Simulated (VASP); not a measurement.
Al, 1 atom in the cell. The structure is tetragonal, space group I4/mmm (No. 139). The conventional cell has a = 2.771 Å, b = 2.771 Å, c = 4.114 Å, α = 90.00°, β = 90.00°, γ = 90.00°. Within 3.7 Å of Al (site symmetry 4/mmm) lie 12 Al at 2.77 to 2.84 Å.  This cell differs from its parent crystal: ratio of the length along z to the lengths across it x 1.05, volume and fractional coordinates fixed.

* Program: VASP 6.6.1
* Task: single point
* Functional: PBE
* Dispersion: D3(BJ)
* Potentials or basis: VASP PAW PBE potentials, release 64 (Al)
* Cutoff: 520 eV
* k mesh: 28 × 28 × 28
* Occupations: gaussian, width 0.15 eV
* Spin: no spin polarisation
* Dipole correction: no
* Further INCAR settings: ALGO = Fast; EDIFF = 1e-07; NBANDS = 8

Potentials or basis: VASP PAW PBE potentials, release 64 (Al).

The run is started by

```bash
$ cat potpaw_PBE.64/Al/POTCAR > POTCAR
$ mpirun -np 1 vasp_std > vasp.out
```

Hardware: 1 thread of Intel(R) Xeon(R) 6975P-C (Granite Rapids) (shared host).

Estimate the wall time of this run.

It took 78 s on 1 thread of Intel(R) Xeon(R) 6975P-C (Granite Rapids), with other jobs on the host, peak memory 0.29 GiB. Counts: scf iterations 12, k points 1639.
